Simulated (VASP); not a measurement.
Set up this calculation in VASP 6.6.1, as the native input.

```
Task                   : single point
Functional             : r2SCAN
Potentials or basis    : VASP PAW PBE potentials, release 64 (Mo_sv, S)
Cutoff                 : 520 eV
k mesh                 : 10 × 10 × 10
Occupations            : fermi-dirac, width 0.05 eV
Spin                   : no spin polarisation
Dipole correction      : no
Further INCAR settings : ALGO = Normal; EDIFF = 1e-07; NBANDS = 20
```

The system is MoS2.

```xyz
3
Lattice="1.5925 0.9194 6.4957 -1.5925 0.9194 6.4957 0.0000 -1.8389 6.4957" Properties=species:S:1:pos:R:3 pbc="T T T"
Mo    0.0000    0.0000    0.0021
S     0.0000    0.0000    8.0503
S     0.0000    0.0000    4.9455
```

One way to write it, as run:

POSCAR

```
MoS2
1.0
    1.5925061930      0.9194338792      6.4957023018
   -1.5925061930      0.9194338792      6.4957023018
    0.0000000000     -1.8388677585      6.4957023018
Mo S
1 2
Direct
    0.0001072316      0.0001072316      0.0001072316
    0.4131073822      0.4131073822      0.4131073822
    0.2537853862      0.2537853862      0.2537853862
```

INCAR.step1

```
PREC = Accurate
ENCUT = 520
ISMEAR = -1
SIGMA = 0.05
LREAL = False
LASPH = True
NELM = 100
NBANDS = 20
GGA = PE
ALGO = Normal
EDIFF = 1E-4
LWAVE = True
LCHARG = False
```

INCAR.step2

```
PREC = Accurate
ENCUT = 520
EDIFF = 1E-7
ISMEAR = -1
SIGMA = 0.05
LREAL = False
LASPH = True
NELM = 100
ALGO = Normal
ISIF = 2
LWAVE = False
LCHARG = False
METAGGA = R2SCAN
LMIXTAU = True
NBANDS = 20
ISTART = 1
```

KPOINTS

```
Automatic mesh
0
Gamma
  10 10 10
```

Potentials or basis: VASP PAW PBE potentials, release 64 (Mo_sv, S).

Command:

```console
$ cat potpaw_PBE.64/Mo_sv/POTCAR potpaw_PBE.64/S/POTCAR > POTCAR
$ cp INCAR.step1 INCAR
$ mpirun -np 1 vasp_std > vasp.out
$ cp INCAR.step2 INCAR
$ mpirun -np 1 vasp_std > vasp.out
```

Results of the run:

The pressure is 0.1 GPa. The band gap on the k mesh is 1.29 eV, indirect (least direct gap 2.02 eV).

Caveat: the PAW data sets were made with another functional, which shifts forces and pressure a little.

Wall time 22 min on 1 thread of Intel(R) Xeon(R) Platinum 8488C (Sapphire Rapids), on a shared host, peak memory 0.46 GiB.
